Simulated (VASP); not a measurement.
Here is a VASP 6.6.1 calculation.

Contents of INCAR:

```
PREC = Accurate ; ENCUT = 520
EDIFF = 1E-7 ; ISMEAR = 0
SIGMA = 0.1 ; LREAL = False
LASPH = True ; NELM = 100
ALGO = Fast ; ISIF = 2
LWAVE = False ; LCHARG = True
GGA = PE ; LELF = True
LVHAR = True ; NBANDS = 44
```

KPOINTS

```
Automatic mesh
0
Gamma
  4 4 4
```

The input POSCAR:

```
CaCu4Bi
1.0
    0.0000000000      3.7222835481      3.7222835481
    3.7222835481      0.0000000000      3.7222835481
    3.7222835481      3.7222835481      0.0000000000
Ca Cu Bi
1 4 1
Direct
    0.0000000000      0.0000000000      0.0000000000
    0.6254148250      0.6254148250      0.1237555250
    0.6254148250      0.1237555250      0.6254148250
    0.6254148250      0.6254148250      0.6254148250
    0.1237555250      0.6254148250      0.6254148250
    0.2500000000      0.2500000000      0.2500000000
```

Potentials or basis: VASP PAW PBE potentials, release 64 (Ca_sv, Cu, Bi_d).

Launch:

```console
$ cat potpaw_PBE.64/Ca_sv/POTCAR potpaw_PBE.64/Cu/POTCAR potpaw_PBE.64/Bi_d/POTCAR > POTCAR
$ mpirun -np 1 vasp_std > vasp.out
```

Task: Predict the largest force.

Result: 0.042 eV/Å.

Task: What does it give for the band gap on the k mesh?

Result: Zero (an odd number of electrons rules out a gap without spin polarisation).

Task: What does it give for the pressure?

Result: 0.5 GPa.

Forces in eV/Å, atoms in the order of the input:
```
Ca   0.000  0.000  0.000
Cu  -0.024 -0.024  0.024
Cu  -0.024  0.024 -0.024
Cu   0.024  0.024  0.024
Cu   0.024 -0.024 -0.024
Bi   0.000  0.000  0.000
```

Caveat: the k points lie up to 0.37 Å⁻¹ apart, too coarse for converged energies and pressures of a metal; spin-orbit coupling is left out, which moves the levels of the heavy elements.
